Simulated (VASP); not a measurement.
Write the native input for VASP 6.6.1 that does the following.

```
Task                      : relaxation of the atoms
Functional                : PBE
Dispersion                : D3(BJ)
Potentials or basis       : VASP PAW PBE potentials, release 64 (C)
Cutoff                    : 520 eV
k mesh                    : 15 × 15 × 1
Occupations               : gaussian, width 0.1 eV
Spin                      : no spin polarisation
Dipole correction         : yes
Atoms held fixed (from 0) : [0, 1, 2, 3]
Further INCAR settings    : ALGO = Normal; EDIFF = 1e-06; IBRION = 2; EDIFFG = -0.003; NSW = 40
```

The structure of C lies in POSCAR:

```
C
1.0
    2.4657189577      0.0000000000      0.0000000000
   -1.2328594788      2.1353752560      0.0000000000
    0.0000000000      0.0000000000     17.5000000000
C
4
Selective dynamics
Direct
    0.3333333333      0.6666666667      0.2571383688  F F F
    0.6666666667      0.3333333333      0.2571428571  F F T
    0.6666666667      1.3333333333      0.4546010820  F F T
    0.3333333333      1.6666666667      0.4546008436  F F T
```

These files were run (other wordings do the same):

INCAR

```
ALGO     = Normal         # electronic algorithm
DIPOL    = 0.5 0.5 0.356
EDIFF    = 1E-6           # SCF threshold, eV
EDIFFG   = -0.003         # ionic threshold
ENCUT    = 520            # plane-wave cutoff, eV
GGA      = PE             # functional
IBRION   = 2              # ionic algorithm
IDIPOL   = 3            
ISIF     = 2              # what is computed and relaxed
ISMEAR   = 0              # smearing method
IVDW     = 12             # dispersion correction
LASPH    = True           # aspherical terms in the spheres
LCHARG   = False          # write CHGCAR
LDIPOL   = True         
LREAL    = False          # projectors in reciprocal space
LWAVE    = False          # write WAVECAR
NELM     = 100            # most SCF steps
NSW      = 40             # ionic steps
PREC     = Accurate       # precision mode
SIGMA    = 0.1            # smearing width, eV
```

KPOINTS

```
k-points
0
Gamma
  15 15 1
```

Potentials or basis: VASP PAW PBE potentials, release 64 (C).

Launch:

```sh
$ cat potpaw_PBE.64/C/POTCAR > POTCAR
$ mpirun -np 1 vasp_std > vasp.out
```

It gave:

| Quantity | Value |
| --- | --- |
| Energy gained by relaxing | 0.6 meV/atom |
| Ionic steps | 16 |
| Band gap on the k mesh | 0.46 eV, direct |
| Dispersion energy per atom | -0.115 eV |

It took 2.6 min on 1 thread of Intel(R) Xeon(R) Platinum 8488C (Sapphire Rapids) (shared host), peak memory 0.21 GiB.
